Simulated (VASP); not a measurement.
Here is a VASP 6.6.1 calculation.

The input POSCAR:

```
Li
1.0
   -1.7331098138      1.7331098138      1.7331098138
    1.7331098138     -1.7331098138      1.7331098138
    1.7331098138      1.7331098138     -1.7331098138
Li
1
Direct
    0.0000000000      0.0000000000      0.0000000000
```

The input INCAR.step1:

```
SYSTEM = Li
PREC = Accurate
ENCUT = 520
EDIFF = 1E-5
ISMEAR = 0
SIGMA = 0.05
LREAL = .FALSE.
LASPH = .TRUE.
NELM = 60
ALGO = Normal
ISIF = 2
LWAVE = .TRUE.
LCHARG = .FALSE.
GGA = PE
NBANDS = 8
```

File INCAR.step2:

```
SYSTEM = Li
PREC = Accurate
ENCUT = 520
EDIFF = 1E-6
ISMEAR = 0
SIGMA = 0.05
LREAL = .FALSE.
LASPH = .TRUE.
NELM = 60
ALGO = Normal
ISIF = 2
LWAVE = .FALSE.
LCHARG = .FALSE.
GGA = PE
LHFCALC = .TRUE.
HFSCREEN = 0.2079
PRECFOCK = Normal
ISTART = 1
NBANDS = 8
```

KPOINTS

```
regular mesh
0
G
  8 8 8
  0 0 0
```

Potentials or basis: VASP PAW PBE potentials, release 64 (Li_sv).

Launch:

```console
$ cat potpaw_PBE.64/Li_sv/POTCAR > POTCAR
$ cp INCAR.step1 INCAR
$ mpirun -np 1 vasp_std > vasp.out
$ cp INCAR.step2 INCAR
$ mpirun -np 1 vasp_std > vasp.out
```

Task: Predict the band gap on the k mesh.

Result: Zero (an odd number of electrons rules out a gap without spin polarisation).
